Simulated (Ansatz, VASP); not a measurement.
This is a calculation of SiC for VASP 6.6.1.

The input INCAR:

```
SYSTEM = SiC
PREC = Accurate
ENCUT = 600
EDIFF = 1E-6
ISMEAR = 0
SIGMA = 0.05
LREAL = .FALSE.
LASPH = .TRUE.
NELM = 120
ALGO = Normal
ISIF = 2
LWAVE = .FALSE.
LCHARG = .TRUE.
GGA = PS
LELF = .TRUE.
LVHAR = .TRUE.
NBANDS = 11
GGA_COMPAT = .FALSE.
```

KPOINTS

```
regular mesh
0
G
  10 10 10
  0 0 0
```

The input POSCAR:

```
SiC
1.0
    0.0000000000      2.1790000000      2.1790000000
    2.1790000000      0.0000000000      2.1790000000
    2.1790000000      2.1790000000      0.0000000000
Si C
1 1
Direct
    0.0000000000      0.0000000000      0.0000000000
    0.7500000000      0.7500000000      0.7500000000
```

Potentials or basis: VASP PAW PBE potentials, release 64 (Si, C).

The run is started by

```console
$ cat potpaw_PBE.64/Si/POTCAR potpaw_PBE.64/C/POTCAR > POTCAR
$ mpirun -np 1 vasp_std > vasp.out
```

**Question.** Translate it to Ansatz 0.2.0. Potentials there: all-electron LAPW, scalar-relativistic.

**Answer.** As run (the cutoff follows the program's own potentials):

Contents of input.yaml:

```yaml
crystal:
  lattice:
    - [0.0, 2.179, 2.179]
    - [2.179, 0.0, 2.179]
    - [2.179, 2.179, 0.0]
  atoms:
    - { symbol: Si, position: [0.0, 0.0, 0.0] }
    - { symbol: C, position: [0.75, 0.75, 0.75] }
kpoints:
  mp_grid: { grid: [10, 10, 10] }
scf:
  occupations: { method: gaussian, width: 0.05 }
hamiltonian:
  xc: pbesol
  pseudopotentials: { kind: all_electron, lapw: { basis_error: 0.001 } }
output:
  forces: true
  stress: true
  eigenvalues: true
```

Potentials or basis: all-electron LAPW, scalar-relativistic.

Launch:

```bash
$ ansatz run input.yaml --threads 1 --pin off --max-ram 3072MiB --backend cpu --events-out ev --progress --plain --runs-dir out
```

Both were run:

|  | VASP | Ansatz | Ansatz less VASP |
| --- | --- | --- | --- |
| gap on the k mesh at the Fermi level (eV) | 1.23 | 1.24 | +0.010 |
| least direct gap on the mesh (eV) | 4.44 | 4.45 | +0.011 |
| pressure (GPa) | 0.0 | -0.2 | -0.28 |

VASP's potentials were made for PBE, not for PBEsol. Ansatz ran all-electron here, and VASP with PAW potentials.
